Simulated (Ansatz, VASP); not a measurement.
**Two plane-wave programs on GaP**

The input POSCAR:

```
GaP
1.0
    0.0000000000      2.7522344282      2.7522344282
    2.7522344282      0.0000000000      2.7522344282
    2.7522344282      2.7522344282      0.0000000000
Ga P
1 1
Direct
    0.0000000000      0.0000000000      0.0000000000
    0.2500000000      0.2500000000      0.2500000000
```

File INCAR.step1:

```
SYSTEM = GaP
PREC = Accurate
ENCUT = 520
ISMEAR = 0
SIGMA = 0.02
LREAL = .FALSE.
LASPH = .TRUE.
NELM = 100
NBANDS = 16
GGA = PE
ALGO = Normal
EDIFF = 1E-4
LWAVE = .TRUE.
LCHARG = .FALSE.
```

File INCAR.step2:

```
SYSTEM = GaP
PREC = Accurate
ENCUT = 520
EDIFF = 1E-6
ISMEAR = 0
SIGMA = 0.02
LREAL = .FALSE.
LASPH = .TRUE.
NELM = 100
ALGO = Normal
ISIF = 2
LWAVE = .FALSE.
LCHARG = .FALSE.
METAGGA = R2SCAN
LMIXTAU = .TRUE.
NBANDS = 16
ISTART = 1
```

File KPOINTS:

```
regular mesh
0
G
  8 8 8
  0 0 0
```

Input for Ansatz:

```yaml
crystal:
  lattice:
    - [0.0, 2.7522344282, 2.7522344282]
    - [2.7522344282, 0.0, 2.7522344282]
    - [2.7522344282, 2.7522344282, 0.0]
  atoms:
    - { symbol: Ga, position: [0.0, 0.0, 0.0] }
    - { symbol: P, position: [0.25, 0.25, 0.25] }
basis:
  ecutwfc: 500
kpoints:
  mp_grid: { grid: [8, 8, 8] }
hamiltonian:
  xc: r2scan
scf:
  occupations: { method: gaussian, width: 0.02 }
output:
  forces: true
  stress: true
  eigenvalues: true
  write_density: true
  write_potential: true
  elf: true
  volumetric_format: npy
```

Alike in both runs: task single point; functional r2SCAN; k mesh 8 × 8 × 8; occupations gaussian, width 0.02 eV; no spin polarisation.

```csv
,VASP,Ansatz
version,VASP 6.6.1,Ansatz 0.2.0
potentials or method,"VASP PAW PBE potentials, release 64 (Ga_d, P), cutoff 520 eV","scalar-relativistic, plane waves, PAW"
valence electrons in the cell,18,18
```

Ansatz gave:

- gap on the k mesh at the Fermi level (eV): 1.94
- least direct gap on the mesh (eV): 2.11
- pressure (GPa): -2.4

Which values does VASP return?

gap on the k mesh at the Fermi level (eV): 1.94; least direct gap on the mesh (eV): 2.08; pressure (GPa): -2.5.

VASP's potentials were made for PBE, not for r2SCAN. The functional is the same, so the differences come from potentials, cutoffs and numerics.
